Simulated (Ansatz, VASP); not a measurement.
# Two plane-wave programs on Al

```
CELL_PARAMETERS angstrom
2.81246 0.00000 0.00000
-1.40623 2.43566 0.00000
0.00000 0.00000 4.86685
ATOMIC_POSITIONS crystal
Al 0.66667 0.33333 0.75000
Al 0.33333 0.66667 0.25000
```

Alike in both runs: task electric field gradients; functional PBE; k mesh 6 × 6 × 7; no spin polarisation.

|  | VASP | Ansatz |
| --- | --- | --- |
| version | VASP 6.6.1 | Ansatz 0.2.0 |
| potentials or method | VASP PAW PBE potentials, release 64 (Al) | scalar-relativistic, plane waves, PAW (harder set) |
| plane-wave cutoff (eV) | 400 | 900 |
| occupations | methfessel-paxton of order 1, width 0.1 eV | cold |
| valence electrons in the cell | 6 | 22 |

|  | VASP | Ansatz | Ansatz less VASP |
| --- | --- | --- | --- |
| gap on the k mesh at the Fermi level (eV) | none | none | - |
| pressure (GPa) | 0.3 | 0.4 | +0.08 |
| traceless stress, the component that is largest in VASP (GPa) | 1.70 | 1.63 | -0.074 |

A gap of «none» marks a metal or a gap that the smearing closes. VASP's potentials hold 6 valence electrons a cell and Ansatz's 22, so a difference there can come from the potentials and not from the codes. Ansatz's warnings: force scf threshold loose, stress scf threshold loose.

The k mesh is coarse, so the values compare programs but aren't converged.
